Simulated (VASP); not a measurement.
# CaO (Fmmm) in VASP: notebook

The runs below take CaO through single point, with PBE.

All numbers are computed with VASP 6.6.1; they aren't measurements. Logs are shortened: lines on timing, memory, paths and dates and some standing lists are left out, and cuts for length are marked.

### Step 1. The cell of the first run

It takes space group Fmmm (No. 69, orthorhombic). The conventional cell has a = 4.825 Å, b = 4.898 Å, c = 4.971 Å, α = 90.00°, β = 90.00°, γ = 90.00°. Ca (site symmetry mmm) has 6 O at 2.41 to 2.49 Å within 3.2 Å. O (site symmetry mmm) has 6 Ca at 2.41 to 2.49 Å within 3.2 Å.

### Step 2. Single point, PBE (strain +0.0150 x Voigt [1, -1, 0, 0, 0, 0])

INCAR

```
PREC = Accurate
ENCUT = 520
EDIFF = 1E-6
ISMEAR = 0
SIGMA = 0.05
LREAL = False
LASPH = True
NELM = 100
ALGO = Normal
ISIF = 2
LWAVE = False
LCHARG = False
GGA = PE
NBANDS = 15
```

KPOINTS

```
Automatic mesh
0
Gamma
  8 8 8
```

POSCAR

```
CaO
1.0
    0.0000000000      2.4122650000      2.4490000000
    2.4857350000      0.0000000000      2.4490000000
    2.4857350000      2.4122650000      0.0000000000
Ca O
1 1
Direct
    0.0000000000      0.0000000000      0.0000000000
    0.5000000000      0.5000000000      0.5000000000
```

Potentials or basis: VASP PAW PBE potentials, release 64 (Ca_sv, O).

Command:

```
$ cat potpaw_PBE.64/Ca_sv/POTCAR potpaw_PBE.64/O/POTCAR > POTCAR
$ mpirun -np 1 vasp_std > vasp.out
```

OUTCAR:

```text
PREC = Accurate
   ENCUT = 520
   EDIFF = 1E-6
   ISMEAR = 0
   LREAL = False
   LASPH = True
   NELM = 100
   ISIF = 2
   GGA = PE

 ion  position               nearest neighbor table
   1  0.000  0.000  0.000-   2 2.41   2 2.41   2 2.45   2 2.45   2 2.49   2 2.49
   2  0.500  0.500  0.500-   1 2.41   1 2.41   1 2.45   1 2.45   1 2.49   1 2.49

  LATTYP: Found a face centered orthorhombic cell.
 ALAT       =     4.8245300000
 B/A-ratio  =     1.0152284264
 C/A-ratio  =     1.0304568528

  Lattice vectors:

 A1 = (  -2.4857350000,   0.0000000000,  -2.4490000000)
 A2 = (  -2.4857350000,   2.4122650000,   0.0000000000)
 A3 = (   0.0000000000,   2.4122650000,  -2.4490000000)

Analysis of symmetry for initial positions (statically):
=====================================================================
 Subroutine PRICEL returns:
 Original cell was already a primitive cell.

 Routine SETGRP: Setting up the symmetry group for a
 face centered orthorhombic supercell.

 Subroutine GETGRP returns: Found  8 space group operations
 (whereof  8 operations were pure point group operations)
 out of a pool of  8 trial point group operations.

The static configuration has the point symmetry D_2h.

Analysis of symmetry for dynamics (positions and initial velocities):
=====================================================================
 Subroutine PRICEL returns:
 Original cell was already a primitive cell.

 Routine SETGRP: Setting up the symmetry group for a
 face centered orthorhombic supercell.

 Subroutine GETGRP returns: Found  8 space group operations
 (whereof  8 operations were pure point group operations)
 out of a pool of  8 trial point group operations.

The dynamic configuration has the point symmetry D_2h.

 Subroutine INISYM returns: Found  8 space group operations
 (whereof  8 operations are pure point group operations),
 and found     1 'primitive' translations

----------------------------------------------------------------------------------------

                                     Primitive cell

  volume of cell :      29.3696

  direct lattice vectors                    reciprocal lattice vectors
     0.000000000  2.412265000  2.449000000    -0.201147749  0.207274076  0.204164965
     2.485735000  0.000000000  2.449000000     0.201147749 -0.207274076  0.204164965
     2.485735000  2.412265000  0.000000000     0.201147749  0.207274076 -0.204164965

  length of vectors
     3.437531590  3.489481264  3.463798626     0.353703679  0.353703679  0.353703679

  position of ions in fractional coordinates (direct lattice)
     0.000000000  0.000000000  0.000000000
     0.500000000  0.500000000  0.500000000

  ion indices of the primitive-cell ions
   primitive index   ion index
                 1           1
                 2           2

----------------------------------------------------------------------------------------

 KPOINTS: Automatic mesh

Automatic generation of k-mesh.
 Grid dimensions read from file:
 generate k-points for:    8    8    8

 Generating k-lattice:

  Cartesian coordinates                     Fractional coordinates (reciprocal lattice)
    -0.025143469  0.025909260  0.025520621     0.125000000  0.000000000  0.000000000
     0.025143469 -0.025909260  0.025520621     0.000000000  0.125000000  0.000000000
     0.025143469  0.025909260 -0.025520621     0.000000000  0.000000000  0.125000000

  Length of vectors
     0.044212960  0.044212960  0.044212960

  Shift w.r.t. Gamma in fractional coordinates (k-lattice)
     0.000000000  0.000000000  0.000000000

 Subroutine IBZKPT returns following result:
 ===========================================

 Found     95 irreducible k-points:

 Following reciprocal coordinates:
            Coordinates               Weight
  0.000000  0.000000  0.000000      1.000000
  0.125000 -0.000000  0.000000      8.000000
  0.250000 -0.000000  0.000000      8.000000
  0.375000  0.000000  0.000000      8.000000
  0.500000 -0.000000  0.000000      4.000000
  0.125000  0.125000  0.000000      2.000000
[... 16 lines left out ...]
  0.250000 -0.000000  0.125000      8.000000
  0.375000  0.000000  0.125000      8.000000
 [... further k-points ...]
   k-points           NKPTS =     95   k-points in BZ     NKDIM =     95   number of bands    NBANDS=     15
   number of dos      NEDOS =    301   number of ions     NIONS =      2
   total plane-waves  NPLWV =  21952
   dimension x,y,z NGX =    28 NGY =   28 NGZ =   28
   dimension x,y,z NGXF=    56 NGYF=   56 NGZF=   56
   ions per type =               1   1
   NGX,Y,Z   is equivalent  to a cutoff of  13.54, 13.34, 13.44 a.u.
   NGXF,Y,Z  is equivalent  to a cutoff of  27.08, 26.68, 26.88 a.u.
 SYSTEM =  unknown system
   PREC   = accura    normal or accurate (medium, high low for compatibility)
   ISTART =      0    job   : 0-new  1-cont  2-samecut
   ICHARG =      2    charge: 1-file 2-atom 10-const
   ISPIN  =      1    spin polarized calculation?
   LNONCOLLINEAR =      F non collinear calculations
   LSORBIT =      F    spin-orbit coupling
   LASPH  =      T    aspherical Exc in radial PAW
   ENCUT  =  520.0 eV  38.22 Ry    6.18 a.u.   6.39  6.49  6.44*2*pi/ulx,y,z
   NELM   =    100;   NELMIN=  2; NELMDL= -5     # of ELM steps
   EDIFF  = 0.1E-05   stopping-criterion for ELM
   LREAL  =      F    real-space projection
   EDIFFG = 0.1E-04   stopping-criterion for IOM
   NSW    =      0    number of steps for IOM
   IBRION =     -1    ionic relax: 0-MD 1-quasi-New 2-CG
   NFREE  =      0    steps in history (QN), initial steepest desc. (CG)
   ISIF   =      2    stress and relaxation
   ISYM   =      2    0-nonsym 1-usesym 2-fastsym
   POTIM  = 0.5000    time-step for ionic-motion
   TEBEG  =    0.0;   TEEND  =   0.0 temperature during run
   PSTRESS=    0.0 pullay stress
   NELECT =      16.0000    total number of electrons
   NUPDOWN=      -1.0000    fix difference up-down
   EMIN   =  10.00;   EMAX   =-10.00  energy-range for DOS
   EFERMI =   0.00;   METHOD = LEGACY
   ISMEAR =     0;   SIGMA  =   0.05  broadening in eV -4-tet -1-fermi 0-gaus
   EFERMI_NEDOS =   21; number of points for ismear=-14 and -15
   IALGO  =     38    algorithm
   IMIX   =      4    mixing-type and parameters
     AMIX     =   0.40;   BMIX     =  1.00
     AMIX_MAG =   1.60;   BMIX_MAG =  1.00
  volume/ion in A,a.u.               =      14.68        99.10
  Fermi-wavevector in a.u.,A,eV,Ry     =   1.337053  2.526664 24.323280  1.787711
  Thomas-Fermi vector in A             =   2.465632
   LORBIT       =      0    0 simple, 1 ext, 2 COOP (PROOUT), +10 PAW based schemes
   GGA     = PE    functional components
   LHFCALC =     F    Hartree Fock is set to
   AEXX    =    0.0000 exact exchange contribution
   IVDW    =     0    specifies the selected vdW correction
   LEPSILON=     F    determine dielectric tensor
   LRPA    =     F    only Hartree local field effects (RPA)
 non-spin polarized calculation
 Gauss-broadening in eV      SIGMA  =   0.05
  energy-cutoff  :      520.00
  volume of cell :       29.37
 maximum number of plane-waves:       809
 NGX is ok and might be reduce to    28
   NGX = 13   NGY = 13   NGZ = 13

 number of electron      16.0000004 magnetization

 Free energy of the ion-electron system (eV)
  ---------------------------------------------------
  ext. energy  EPLUGINS =         0.00000000
  ---------------------------------------------------
  free energy    TOTEN  =       -12.79020501 eV

  energy without entropy =      -12.79020501  energy(sigma->0) =      -12.79020501

 E-fermi :   2.3737     XC(G=0): -10.2026

 val. band max:        2.0698117099   @ k =   0.0000   0.0000   0.0000
 cond. band min:       5.6397776960   @ k =   0.5000   0.0000   0.5000
 fundamental gap:      3.5699659861
 Fermi energy:         2.3736749485

 k-point     1 :       0.0000    0.0000    0.0000
  band No.  band energies     occupation
      1     -35.8301      2.00000
      2     -16.6445      2.00000
      3     -16.6300      2.00000
      4     -16.6182      2.00000
      5     -13.3860      2.00000
      6       2.0125      2.00000
      7       2.0387      2.00000
      8       2.0698      2.00000
      9       6.2917      0.00000
     10       8.0317      0.00000
     11       8.1270      0.00000
     12       8.2197      0.00000
     13       9.4308      0.00000
     14       9.6559      0.00000
     15      16.7635      0.00000

 k-point     2 :       0.1250   -0.0000    0.0000
  band No.  band energies     occupation
      1     -35.8185      2.00000
      2     -16.7899      2.00000
      3     -16.6472      2.00000
      4     -16.6287      2.00000
      5     -13.2137      2.00000
      6       1.5215      2.00000
      7       1.8363      2.00000
      8       1.8637      2.00000
      9       6.9630      0.00000
     10       8.0725      0.00000
     11       8.3328      0.00000
     12       8.4218      0.00000
     13       9.7602      0.00000
     14       9.9973      0.00000
     15      17.2734      0.00000

 k-point     3 :       0.2500   -0.0000    0.0000
  band No.  band energies     occupation
      1     -35.7904      2.00000
      2     -17.1238      2.00000
      3     -16.6681      2.00000
      4     -16.6415      2.00000
      5     -12.8463      2.00000
      6       0.5703      2.00000
      7       1.4311      2.00000
      8       1.4450      2.00000
      9       8.1071      0.00000
     10       8.4092      0.00000
     11       8.9933      0.00000
     12       9.0386      0.00000
     13      10.5586      0.00000
     14      10.8190      0.00000
     15      17.3834      0.00000
[... 343 lines left out ...]
 k-point    23 :       0.2500   -0.0000    0.1250
  band No.  band energies     occupation
      1     -35.7910      2.00000
      2     -17.0388      2.00000
      3     -16.6972      2.00000
      4     -16.6730      2.00000
      5     -12.9043      2.00000
      6       0.6287      2.00000
      7       1.5648      2.00000
      8       1.6596      2.00000
      9       7.4646      0.00000
     10       7.9234      0.00000
     11       9.1996      0.00000
     12       9.2958      0.00000
     13      10.0450      0.00000
     14      11.2945      0.00000
     15      17.8838      0.00000

 k-point    24 :       0.3750    0.0000    0.1250
  band No.  band energies     occupation
      1     -35.7629      2.00000
      2     -17.3052      2.00000
      3     -16.7178      2.00000
      4     -16.6884      2.00000
      5     -12.6402      2.00000
      6       0.0762      2.00000
      7       1.1242      2.00000
      8       1.3006      2.00000
      9       7.7753      0.00000
     10       9.1103      0.00000
     11       9.8858      0.00000
     12       9.9745      0.00000
     13      10.9099      0.00000
     14      12.0431      0.00000
     15      16.6493      0.00000

 [... further k-points ...]
[... 5 lines left out ...]
  --------------------------------------------------------------------------------------
  -------------------------------------------------------------------------------------
  Total       -0.9352811     -0.2884057     -0.6428436      0.0000000      0.0000000      0.0000000
  in kB      -51.0216065    -15.7331543    -35.0685064      0.0000000      0.0000000      0.0000000
  external PRESSURE =     -33.9410891 kB  Pullay stress =       0.0000000 kB

 VOLUME and BASIS-vectors are now :
 -----------------------------------------------------------------------------
  energy-cutoff  :      520.00
  volume of cell :       29.37
      direct lattice vectors                 reciprocal lattice vectors
     0.000000000  2.412265000  2.449000000    -0.201147749  0.207274076  0.204164965
     2.485735000  0.000000000  2.449000000     0.201147749 -0.207274076  0.204164965
     2.485735000  2.412265000  0.000000000     0.201147749  0.207274076 -0.204164965

 POSITION                                       TOTAL-FORCE (eV/Angst)
 -----------------------------------------------------------------------------------
      0.00000      0.00000      0.00000        -0.000000      0.000000      0.000000
      2.48574      2.41227      2.44900         0.000000     -0.000000      0.000000
 -----------------------------------------------------------------------------------
    total drift:                                0.000000      0.000000      0.000000

  FREE ENERGIE OF THE ION-ELECTRON SYSTEM (eV)
  ---------------------------------------------------
  free  energy   TOTEN  =       -12.7902050091 eV

  energy  without entropy=      -12.7902050091  energy(sigma->0) =      -12.79020501
```

It took 18 s on 1 thread of Intel Xeon 6975P-C (Granite Rapids), shared host; peak memory 0.18 GiB.

What came out:

| Property | Result |
| --- | --- |
| Free energy | -12.7902 eV |
| Pressure | -3.4 GPa |
| Band gap on the k mesh | 3.57 eV, indirect (least direct gap 4.01 eV) |

Levels at points of the mesh, in eV from the valence-band top:
```
           k point  band 4  band 5  band 6  band 7  band 8  band 9  band 10  band 11  band 12  band 13
(0.00, 0.00, 0.00)  -18.69  -15.46   -0.06   -0.03    0.00    4.22     5.96     6.06     6.15     7.36
(0.50, 0.00, 0.00)  -18.73  -14.47   -2.54   -1.13   -1.13    6.76     8.01     8.03     8.04     9.80
(0.50, 0.50, 0.00)  -18.89  -15.22   -1.35   -0.43   -0.39    3.62     7.58     8.56     9.02     9.23
(0.50, 0.00, 0.50)  -18.91  -15.22   -1.27   -0.46   -0.44    3.57     7.62     8.55     9.08     9.19
(0.00, 0.50, 0.50)  -18.87  -15.22   -1.42   -0.39   -0.36    3.66     7.59     8.56     9.07     9.16
```

Caveat: the cell differs from its parent crystal (strain +0.0150 x Voigt [1, -1, 0, 0, 0, 0]).

### Step 3. Single point, PBE (strain +0.0050 x Voigt [1, -1, 0, 0, 0, 0])

INCAR

```
SYSTEM = CaO
PREC = Accurate
ENCUT = 520
EDIFF = 1E-7
ISMEAR = 0
SIGMA = 0.05
LREAL = .False.
LASPH = .True.
NELM = 60
ALGO = Normal
ISIF = 2
LWAVE = .False.
LCHARG = .True.
GGA = PE
LELF = .True.
LVHAR = .True.
NBANDS = 15
```

KPOINTS

```
regular mesh
0
Gamma
  8 8 8
  0 0 0
```

POSCAR

```
CaO
1.0
    0.0000000000      2.4367550000      2.4490000000
    2.4612450000      0.0000000000      2.4490000000
    2.4612450000      2.4367550000      0.0000000000
Ca O
1 1
Direct
    0.0000000000      0.0000000000      0.0000000000
    0.5000000000      0.5000000000      0.5000000000
```

Potentials or basis: VASP PAW PBE potentials, release 64 (Ca_sv, O).

Command:

```
$ cat potpaw_PBE.64/Ca_sv/POTCAR potpaw_PBE.64/O/POTCAR > POTCAR
$ mpirun -np 1 vasp_std > vasp.out
```

OUTCAR:

```text
SYSTEM = CaO
   PREC = Accurate
   ENCUT = 520
   EDIFF = 1E-7
   ISMEAR = 0
   LREAL = .False.
   LASPH = .True.
   NELM = 60
   ISIF = 2
   GGA = PE

 ion  position               nearest neighbor table
   1  0.000  0.000  0.000-   2 2.44   2 2.44   2 2.45   2 2.45   2 2.46   2 2.46
   2  0.500  0.500  0.500-   1 2.44   1 2.44   1 2.45   1 2.45   1 2.46   1 2.46

  LATTYP: Found a face centered orthorhombic cell.
 ALAT       =     4.8735100000
 B/A-ratio  =     1.0050251256
 C/A-ratio  =     1.0100502513

  Lattice vectors:

 A1 = (  -2.4612450000,   0.0000000000,  -2.4490000000)
[... 613 lines left out ...]
     13      10.9520      0.00000
     14      11.8801      0.00000
     15      16.6444      0.00000

 [... further k-points ...]
[... 5 lines left out ...]
  --------------------------------------------------------------------------------------
  -------------------------------------------------------------------------------------
  Total       -0.7508219     -0.5368943     -0.6472566      0.0000000      0.0000000      0.0000000
  in kB      -40.9507632    -29.2828839    -35.3021823      0.0000000      0.0000000      0.0000000
  external PRESSURE =     -35.1786098 kB  Pullay stress =       0.0000000 kB

 VOLUME and BASIS-vectors are now :
 -----------------------------------------------------------------------------
  energy-cutoff  :      520.00
  volume of cell :       29.38
      direct lattice vectors                 reciprocal lattice vectors
     0.000000000  2.436755000  2.449000000    -0.203149219  0.205190920  0.204164965
     2.461245000  0.000000000  2.449000000     0.203149219 -0.205190920  0.204164965
     2.461245000  2.436755000  0.000000000     0.203149219  0.205190920 -0.204164965

 POSITION                                       TOTAL-FORCE (eV/Angst)
 -----------------------------------------------------------------------------------
      0.00000      0.00000      0.00000         0.000000      0.000000      0.000000
      2.46124      2.43675      2.44900        -0.000000     -0.000000      0.000000
 -----------------------------------------------------------------------------------
    total drift:                                0.000000      0.000000      0.000000

  FREE ENERGIE OF THE ION-ELECTRON SYSTEM (eV)
  ---------------------------------------------------
  free  energy   TOTEN  =       -12.7943779822 eV

  energy  without entropy=      -12.7943779822  energy(sigma->0) =      -12.79437798
```

OSZICAR:

```text
N       E                     dE             d eps       ncg     rms          rms(c)
DAV:   1     0.122262661618E+03    0.12226E+03   -0.82633E+03  2858   0.108E+03
DAV:   2    -0.913251273705E+01   -0.13140E+03   -0.12315E+03  3558   0.288E+02
DAV:   3    -0.143617308553E+02   -0.52292E+01   -0.51942E+01  3461   0.588E+01
DAV:   4    -0.145058018756E+02   -0.14407E+00   -0.14397E+00  4059   0.864E+00
DAV:   5    -0.145069892068E+02   -0.11873E-02   -0.11873E-02  3422   0.690E-01    0.857E+00
DAV:   6    -0.128864281633E+02    0.16206E+01   -0.53723E+00  3187   0.219E+01    0.377E+00
DAV:   7    -0.127978352486E+02    0.88593E-01   -0.42688E-01  3130   0.660E+00    0.183E+00
DAV:   8    -0.127949139702E+02    0.29213E-02   -0.78190E-02  3599   0.303E+00    0.409E-01
DAV:   9    -0.127936913835E+02    0.12226E-02   -0.41648E-03  2990   0.533E-01    0.114E-01
DAV:  10    -0.127944025879E+02   -0.71120E-03   -0.79478E-04  3389   0.247E-01    0.515E-02
DAV:  11    -0.127943774942E+02    0.25094E-04   -0.44325E-05  3672   0.819E-02    0.554E-03
DAV:  12    -0.127943778997E+02   -0.40552E-06   -0.86328E-06  3228   0.249E-02    0.482E-03
DAV:  13    -0.127943779822E+02   -0.82488E-07   -0.35553E-07  3600   0.718E-03
   1 F= -.12794378E+02 E0= -.12794378E+02  d E =-.145381E-19
```

It took 20 s on 1 thread of Intel Xeon 6975P-C (Granite Rapids), shared host; peak memory 0.18 GiB.

What came out:

| Property | Result |
| --- | --- |
| Free energy | -12.7944 eV |
| Pressure | -3.5 GPa |
| Band gap on the k mesh | 3.62 eV, indirect (least direct gap 4.02 eV) |

Levels at points of the mesh, in eV from the valence-band top:
| k point | band 4 | band 5 | band 6 | band 7 | band 8 | band 9 | band 10 | band 11 | band 12 | band 13 |
| --- | --- | --- | --- | --- | --- | --- | --- | --- | --- | --- |
| (0.00, 0.00, 0.00) | -18.68 | -15.43 | -0.02 | -0.01 | 0.00 | 4.26 | 6.04 | 6.07 | 6.10 | 7.44 |
| (0.50, 0.00, 0.00) | -18.72 | -14.45 | -2.52 | -1.11 | -1.11 | 6.78 | 8.03 | 8.04 | 8.07 | 9.90 |
| (0.50, 0.50, 0.00) | -18.87 | -15.20 | -1.33 | -0.40 | -0.39 | 3.64 | 7.62 | 8.56 | 9.11 | 9.18 |
| (0.50, 0.00, 0.50) | -18.88 | -15.20 | -1.30 | -0.41 | -0.40 | 3.62 | 7.63 | 8.56 | 9.13 | 9.16 |
| (0.00, 0.50, 0.50) | -18.86 | -15.20 | -1.35 | -0.38 | -0.38 | 3.65 | 7.62 | 8.56 | 9.12 | 9.16 |

Caveat: the cell differs from its parent crystal (strain +0.0050 x Voigt [1, -1, 0, 0, 0, 0]).
